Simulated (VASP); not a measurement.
Input of a VASP 6.6.1 run:

INCAR

```
ALGO = Fast
EDIFF = 1E-7
EDIFFG = -0.01
ENCUT = 600
GGA = PE
IBRION = 2
ISIF = 3
ISMEAR = 0
LASPH = True
LCHARG = False
LREAL = False
LWAVE = False
NELM = 80
NSW = 100
PREC = Accurate
SIGMA = 0.1
```

KPOINTS

```
k-points
0
Gamma
  14 14 4
```

POSCAR

```
TiAl3Ni2
1.0
    2.8614545517      0.0000000000      0.0000000000
    0.0000000000      2.8614545517      0.0000000000
    0.0000000000      0.0000000000      9.8672652760
Ti Al Ni
1 3 2
Direct
    0.5000000000      0.5000000000      0.5000000000
    0.0000000000      0.0000000000      0.0000000000
    0.0000000000      0.0000000000      0.3001056111
    0.0000000000      0.0000000000      0.6998943889
    0.5000000000      0.5000000000      0.1497133391
    0.5000000000      0.5000000000      0.8502866609
```

Potentials or basis: VASP PAW PBE potentials, release 64 (Ti_sv, Al, Ni).

Run with:

```console
$ cat potpaw_PBE.64/Ti_sv/POTCAR potpaw_PBE.64/Al/POTCAR potpaw_PBE.64/Ni/POTCAR > POTCAR
$ mpirun -np 1 vasp_std > vasp.out
```

Question: Predict the space group after relaxing (to 0.1 Å).

Answer: P4/mmm (No. 123).

Question: Predict the relaxed cell.

Answer: a = 2.881 Å, b = 2.881 Å, c = 9.734 Å, α = 90.00°, β = 90.00°, γ = 90.00°.

Step by step:
```csv
step,energy change (eV),largest force (eV/Å),pressure (GPa),volume (Å³)
1,0.0000,0.1282,-0.14,80.79
2,-0.0023,0.0791,0.13,80.66
3,-0.0040,0.0461,0.59,80.43
4,-0.0053,0.0418,0.07,80.74
5,-0.0054,0.0396,-0.19,80.90
6,-0.0054,0.0399,-0.17,80.88
7,-0.0057,0.0261,-0.10,80.85
8,-0.0060,0.0186,-0.01,80.80
9,-0.0060,0.0180,-0.01,80.79
10,-0.0060,0.0117,-0.01,80.78
11,-0.0060,0.0042,0.02,80.77
```

Spin polarisation is off, so any magnetic state and its effect on volume and gap are missing.
